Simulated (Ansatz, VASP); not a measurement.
Sb3Mo: VASP beside Ansatz

Contents of INCAR:

```
ALGO = Normal
EDIFF = 1E-6
ENCUT = 500
GGA = PE
GGA_COMPAT = F
ISIF = 2
ISMEAR = 0
LASPH = T
LCHARG = F
LREAL = F
LWAVE = F
NBANDS = 22
NELM = 120
PREC = Accurate
SIGMA = 0.1
```

File KPOINTS:

```
k-points
0
Gamma
  4 4 4
```

File POSCAR:

```
Sb3Mo
1.0
    4.5804074928      0.0000000000      0.0000000000
    0.0000000000      4.5804074928      0.0000000000
    0.0000000000      0.0000000000      4.5804074928
Sb Mo
3 1
Direct
    0.0000000000      0.5000000000      0.5000000000
    0.5000000000      0.0000000000      0.5000000000
    0.5000000000      0.5000000000      0.0000000000
    0.0000000000      0.0000000000      0.0000000000
```

Input for Ansatz:

```yaml
crystal:
  lattice:
    - [4.5804074928, 0.0, 0.0]
    - [0.0, 4.5804074928, 0.0]
    - [0.0, 0.0, 4.5804074928]
  atoms:
    - { symbol: Sb, position: [0.0, 0.5, 0.5] }
    - { symbol: Sb, position: [0.5, 0.0, 0.5] }
    - { symbol: Sb, position: [0.5, 0.5, 0.0] }
    - { symbol: Mo, position: [0.0, 0.0, 0.0] }
basis:
  ecutwfc: 420
kpoints:
  mp_grid: { grid: [4, 4, 4] }
hamiltonian:
  xc: pbe
scf:
  occupations: { method: gaussian, width: 0.1 }
  lower_state_search: "off"
output:
  forces: true
  stress: true
  eigenvalues: true
```

Alike in both runs: task single point; functional PBE; k mesh 4 × 4 × 4; occupations gaussian, width 0.1 eV; no spin polarisation.

|  | VASP | Ansatz |
| --- | --- | --- |
| version | VASP 6.6.1 | Ansatz 0.2.0 |
| potentials or method | VASP PAW PBE potentials, release 64 (Sb, Mo_sv), cutoff 500 eV | scalar-relativistic, plane waves, PAW |
| valence electrons in the cell | 29 | 59 |

|  | VASP | Ansatz | Ansatz less VASP |
| --- | --- | --- | --- |
| gap on the k mesh at the Fermi level (eV) | none | none | - |
| pressure (GPa) | -2.6 | -2.6 | +0.04 |

A gap of «none» marks a metal or a gap that the smearing closes. The functional is the same, so the differences come from potentials, cutoffs and numerics. VASP's potentials hold 29 valence electrons a cell and Ansatz's 59, so a difference there can come from the potentials and not from the codes.

Spin-orbit coupling is off throughout.
